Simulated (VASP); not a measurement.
A run of VASP 6.6.1 is set up as follows.

Contents of INCAR:

```
PREC = Accurate
ENCUT = 520
EDIFF = 1E-8
ISMEAR = -1
SIGMA = 0.08
LREAL = False
LASPH = True
NELM = 100
ALGO = Normal
ISIF = 2
LWAVE = False
LCHARG = True
GGA = PS
IBRION = 8
NSW = 1
```

The input KPOINTS:

```
Automatic mesh
0
Gamma
  14 14 8
```

POSCAR

```
Os
1.0
    2.7159499158      0.0000000000      0.0000000000
   -1.3579749579      2.3520816225      0.0000000000
    0.0000000000      0.0000000000      4.2853643046
Os
2
Direct
    0.3333333333      0.6666666667      0.2500000000
    0.6666666667      0.3333333333      0.7500000000
```

Potentials or basis: VASP PAW PBE potentials, release 64 (Os).

The run is started by

```console
$ cat potpaw_PBE.64/Os/POTCAR > POTCAR
$ mpirun -np 1 vasp_std > vasp.out
```

Estimate the highest phonon frequency at Γ.

232 cm⁻¹.

Phonon frequencies in cm⁻¹ (negative: imaginary):
```csv
q point,frequencies
"(0.000, 0.000, 0.000)",0 0 0 164 164 232
```

Caveat: the cell stands under pressure or tension, which shifts response properties.
